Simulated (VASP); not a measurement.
A run of VASP 6.6.1:

The input POSCAR:

```
Hf
1.0
    2.1961143969      0.0000000000      0.0000000000
    0.0000000000      2.1961143969      0.0000000000
    0.0000000000      0.0000000000      2.1961143969
Hf
1
Direct
    0.0000000000      0.0000000000      0.0000000000
```

INCAR.step1

```
  ALGO = Normal
  EDIFF = 1E-6
  ENCUT = 400
  GGA = PS
  GGA_COMPAT = False
  ISIF = 2
  ISMEAR = -1
  LASPH = True
  LCHARG = True
  LMAXMIX = 4
  LORBIT = 11
  LREAL = False
  LWAVE = False
  NBANDS = 11
  NEDOS = 2001
  NELM = 120
  PREC = Accurate
  SIGMA = 0.08
```

KPOINTS.step1

```
k-points
0
Gamma
  13 13 13
```

File INCAR.step2:

```
  ALGO = Normal
  EDIFF = 1E-6
  ENCUT = 400
  GGA = PS
  GGA_COMPAT = False
  ICHARG = 11
  ISIF = 2
  ISMEAR = -5
  LASPH = True
  LCHARG = False
  LMAXMIX = 4
  LORBIT = 10
  LREAL = False
  LWAVE = False
  NEDOS = 2001
  NELM = 120
  PREC = Accurate
  SIGMA = 0.08
```

The input KPOINTS.step2:

```
k-points
0
Gamma
  20 20 20
```

Potentials or basis: VASP PAW PBE potentials, release 64 (Hf_pv).

Run with:

```sh
$ cat potpaw_PBE.64/Hf_pv/POTCAR > POTCAR
$ cp INCAR.step1 INCAR
$ cp KPOINTS.step1 KPOINTS
$ mpirun -np 1 vasp_std > vasp.out
$ cp INCAR.step2 INCAR
$ cp KPOINTS.step2 KPOINTS
$ mpirun -np 1 vasp_std > vasp.out
```

Hardware: 1 thread of Intel(R) Xeon(R) 6975P-C (Granite Rapids) (shared host).

Task: Estimate the wall time of this run.

Result: Wall time 5.3 s on 1 thread of Intel(R) Xeon(R) 6975P-C (Granite Rapids), with other jobs on the host, peak memory 0.13 GiB. Counts: k points 286.
